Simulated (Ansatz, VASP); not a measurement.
**Ta2AlN3 in VASP and in Ansatz**

```
Ta Al N
1.0
     5.17438    0.00000    0.00000
    -2.58719    4.48115    0.00000
     0.00000    0.00000    2.84558
Ta Al N
2 1 3
Direct
  0.33333 0.66667 0.50000
  0.00000 0.00000 0.00000
  0.66667 0.33333 0.50000
  0.39800 0.00548 0.00000
  0.60748 0.60200 0.00000
  0.99452 0.39252 0.00000
```

Alike in both runs: functional PBE; k mesh 6 × 6 × 6; occupations gaussian, width 0.1 eV; no spin polarisation.

Ansatz relaxed the structure, and its values are those at the end. VASP's run is a single point on that final structure, the one shown.

```csv
,VASP,Ansatz
version,VASP 6.6.1,Ansatz 0.2.0
potentials or method,"VASP PAW PBE potentials, release 64 (Ta_pv, Al, N), cutoff 520 eV","scalar-relativistic, plane waves, PAW"
valence electrons in the cell,40,44
```

```tsv
	VASP	Ansatz	Ansatz less VASP
gap on the k mesh at the Fermi level (eV)	none	none	-
pressure (GPa)	0.5	0.0	-0.46
rms of the force components (eV/Å)	0.022	0.001	-0.0211
```

A gap of «none» marks a metal or a gap that the smearing closes. VASP's potentials hold 40 valence electrons a cell and Ansatz's 44, so a difference there can come from the potentials and not from the codes.

The k mesh is coarse, so the values compare programs but aren't converged. Neither program's run includes spin-orbit coupling.
